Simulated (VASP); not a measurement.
Set up this calculation in VASP 6.6.1, as the native input.

```
Task                   : single point
Functional             : PBEsol
Potentials or basis    : VASP PAW PBE potentials, release 64 (K_sv, I)
Cutoff                 : 520 eV
k mesh                 : 6 × 6 × 6
Occupations            : gaussian, width 0.01 eV
Spin                   : no spin polarisation
Dipole correction      : no
Further INCAR settings : ALGO = Normal; EDIFF = 1e-06; NBANDS = 15
```

The structure of KI lies in POSCAR:

```
KI
1.0
    0.0000000000      3.5024800858      3.5024800858
    3.5024800858      0.0000000000      3.5024800858
    3.5024800858      3.5024800858      0.0000000000
K I
1 1
Direct
    0.0000000000      0.0000000000      0.0000000000
    0.5000000000      0.5000000000      0.5000000000
```

One way to write it, as run:

INCAR

```
SYSTEM = KI
  PREC = Accurate
  ENCUT = 520
  EDIFF = 1E-6
  ISMEAR = 0
  SIGMA = 0.01
  LREAL = .FALSE.
  LASPH = .TRUE.
  NELM = 60
  ALGO = Normal
  ISIF = 2
  LWAVE = .FALSE.
  LCHARG = .FALSE.
  GGA = PS
  NBANDS = 15
```

KPOINTS

```
regular mesh
0
G
  6 6 6
  0 0 0
```

Potentials or basis: VASP PAW PBE potentials, release 64 (K_sv, I).

Run with:

```sh
$ cat potpaw_PBE.64/K_sv/POTCAR potpaw_PBE.64/I/POTCAR > POTCAR
$ mpirun -np 1 vasp_std > vasp.out
```

Results of the run:

| Quantity | Value |
| --- | --- |
| Pressure | 0.1 GPa |
| Band gap on the k mesh | 3.87 eV, direct |

Caveat: the PAW data sets were made with another functional, which shifts forces and pressure a little; spin-orbit coupling is left out, which moves the levels of the heavy elements.

It took 15 s on 1 thread of Oxide Virtual Turin-like Processor, with other jobs on the host, peak memory 0.2 GiB.
